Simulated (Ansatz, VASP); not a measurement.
Two plane-wave programs on MoS2

```xyz
3
Lattice="3.2382 0.0000 0.0000 -1.6191 2.8043 0.0000 0.0000 0.0000 6.2856" Properties=species:S:1:pos:R:3 pbc="T T T"
Mo    0.0000    0.0000    0.0000
S     0.0000    1.8696    1.4821
S     0.0000    1.8696    4.8035
```

Alike in both runs: task single point; functional PBE; dispersion D3(BJ); k mesh 12 × 12 × 4; occupations gaussian, width 0.05 eV; no spin polarisation.

|  | VASP | Ansatz |
| --- | --- | --- |
| version | VASP 6.6.1 | Ansatz 0.2.0 |
| potentials or method | VASP PAW PBE potentials, release 64 (Mo_sv, S), cutoff 500 eV | scalar-relativistic, plane waves, PAW |
| valence electrons in the cell | 26 | 26 |

|  | VASP | Ansatz | Ansatz less VASP |
| --- | --- | --- | --- |
| gap on the k mesh at the Fermi level (eV) | 0.21 | 0.19 | -0.018 |
| least direct gap on the mesh (eV) | 1.36 | 1.35 | -0.003 |
| pressure (GPa) | 0.9 | 1.1 | +0.14 |
| traceless stress, the component that is largest in VASP (GPa) | 9.41 | 9.45 | +0.040 |
| rms of the force components (eV/Å) | 0.465 | 0.473 | +0.0078 |

Atom by atom the forces differ by 0.008 eV/Å (rms over components).
